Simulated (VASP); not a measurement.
Here is a VASP 6.6.1 calculation.

INCAR

```
SYSTEM = Pd
ALGO = Normal
EDIFF = 1E-6
ENCUT = 520
GGA = PE
ISIF = 2
ISMEAR = -1
LASPH = .TRUE.
LCHARG = .FALSE.
LREAL = .FALSE.
LWAVE = .FALSE.
NBANDS = 11
NELM = 60
PREC = Accurate
SIGMA = 0.06122561905347299
```

KPOINTS

```
k-points
0
G
  47 47 47
  0 0 0
```

The input POSCAR:

```
Pd
1.0
    0.0000000000      1.9444484056      1.9444484056
    1.9444484056      0.0000000000      1.9444484056
    1.9444484056      1.9444484056      0.0000000000
Pd
1
Direct
    0.0000000000      0.0000000000      0.0000000000
```

Potentials or basis: VASP PAW PBE potentials, release 64 (Pd).

Launch:

```sh
$ cat potpaw_PBE.64/Pd/POTCAR > POTCAR
$ mpirun -np 1 vasp_std > vasp.out
```

Task: Predict the band gap on the k mesh.

Result: Zero (band 5 reaches 10.13 eV, above the bottom of band 6 at 8.53 eV).

Task: Predict the pressure.

Result: 7.5 GPa.
